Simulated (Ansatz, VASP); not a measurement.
**Al3GaN4: VASP beside Ansatz**

INCAR

```
SYSTEM = Al3GaN4
ALGO     = Normal         ! electronic algorithm
EDIFF    = 1E-6           ! SCF threshold, eV
ENCUT    = 520            ! plane-wave cutoff, eV
GGA      = PS             ! functional
ISIF     = 2              ! what is computed and relaxed
ISMEAR   = 0              ! smearing method
LASPH    = .True.         ! aspherical terms in the spheres
LCHARG   = .False.        ! write CHGCAR
LREAL    = Auto         
LWAVE    = .False.        ! write WAVECAR
NBANDS   = 56             ! bands
NELM     = 60             ! most SCF steps
PREC     = Accurate       ! precision mode
SIGMA    = 0.05           ! smearing width, eV
```

The input KPOINTS:

```
k-points
0
Gamma
  5 5 3
  0 0 0
```

POSCAR

```
Al3GaN4
1.0
    0.0000000000     -4.4069948432      0.0000000000
    0.0000000000      0.0000000000     -4.4069948432
    9.8139896863      0.0000000000      0.0000000000
Al Ga N
6 2 8
Direct
    0.5000000000      1.0000000000      0.0549640040
    0.5000000000      1.0000000000      0.5040163247
    0.0000000000      0.5000000000      0.0549640040
    0.0000000000      0.5000000000      0.5040163247
    0.5000000000      0.5000000000      0.2794901644
    0.5000000000      0.5000000000      0.7285424850
    0.0000000000      1.0000000000      0.2794901644
    0.0000000000      1.0000000000      0.7285424850
    0.2552922824      0.7447077176      0.1648505725
    0.2552922824      0.7447077176      0.6139028931
    0.7447077176      0.2552922824      0.1648505725
    0.7447077176      0.2552922824      0.6139028931
    0.2552922824      0.2552922824      0.8431820768
    0.2552922824      0.2552922824      0.3941297562
    0.7447077176      0.7447077176      0.8431820768
    0.7447077176      0.7447077176      0.3941297562
```

Input for Ansatz:

```yaml
crystal:
  lattice:
    - [0.0, -4.4069948432, 0.0]
    - [0.0, 0.0, -4.4069948432]
    - [9.8139896863, 0.0, 0.0]
  atoms:
    - { symbol: Al, position: [0.5, 1.0, 0.054964004] }
    - { symbol: Al, position: [0.5, 1.0, 0.5040163247] }
    - { symbol: Al, position: [0.0, 0.5, 0.054964004] }
    - { symbol: Al, position: [0.0, 0.5, 0.5040163247] }
    - { symbol: Al, position: [0.5, 0.5, 0.2794901644] }
    - { symbol: Al, position: [0.5, 0.5, 0.728542485] }
    - { symbol: Ga, position: [0.0, 1.0, 0.2794901644] }
    - { symbol: Ga, position: [0.0, 1.0, 0.728542485] }
    - { symbol: "N", position: [0.2552922824, 0.7447077176, 0.1648505725] }
    - { symbol: "N", position: [0.2552922824, 0.7447077176, 0.6139028931] }
    - { symbol: "N", position: [0.7447077176, 0.2552922824, 0.1648505725] }
    - { symbol: "N", position: [0.7447077176, 0.2552922824, 0.6139028931] }
    - { symbol: "N", position: [0.2552922824, 0.2552922824, 0.8431820768] }
    - { symbol: "N", position: [0.2552922824, 0.2552922824, 0.3941297562] }
    - { symbol: "N", position: [0.7447077176, 0.7447077176, 0.8431820768] }
    - { symbol: "N", position: [0.7447077176, 0.7447077176, 0.3941297562] }
basis:
  ecutwfc: 420
kpoints:
  mp_grid: { grid: [5, 5, 3] }
hamiltonian:
  xc: pbesol
scf:
  occupations: { method: gaussian, width: 0.05 }
output:
  forces: true
  stress: true
  eigenvalues: true
```

Alike in both runs: task single point; functional PBEsol; k mesh 5 × 5 × 3; occupations gaussian, width 0.05 eV; no spin polarisation.

|  | VASP | Ansatz |
| --- | --- | --- |
| version | VASP 6.6.1 | Ansatz 0.2.0 |
| potentials or method | VASP PAW PBE potentials, release 64 (Al, Ga_d, N), cutoff 520 eV | scalar-relativistic, plane waves, PAW |
| valence electrons in the cell | 84 | 84 |

|  | VASP | Ansatz | Ansatz less VASP |
| --- | --- | --- | --- |
| gap on the k mesh at the Fermi level (eV) | none | none | - |
| pressure (GPa) | -6.7 | -6.6 | +0.08 |
| traceless stress, the component that is largest in VASP (GPa) | -11.46 | -11.43 | +0.029 |
| rms of the force components (eV/Å) | 1.087 | 1.087 | -0.0002 |

VASP's potentials were made for PBE, not for PBEsol. Atom by atom the forces differ by 0.005 eV/Å (rms over components). A gap of «none» marks a metal or a gap that the smearing closes.
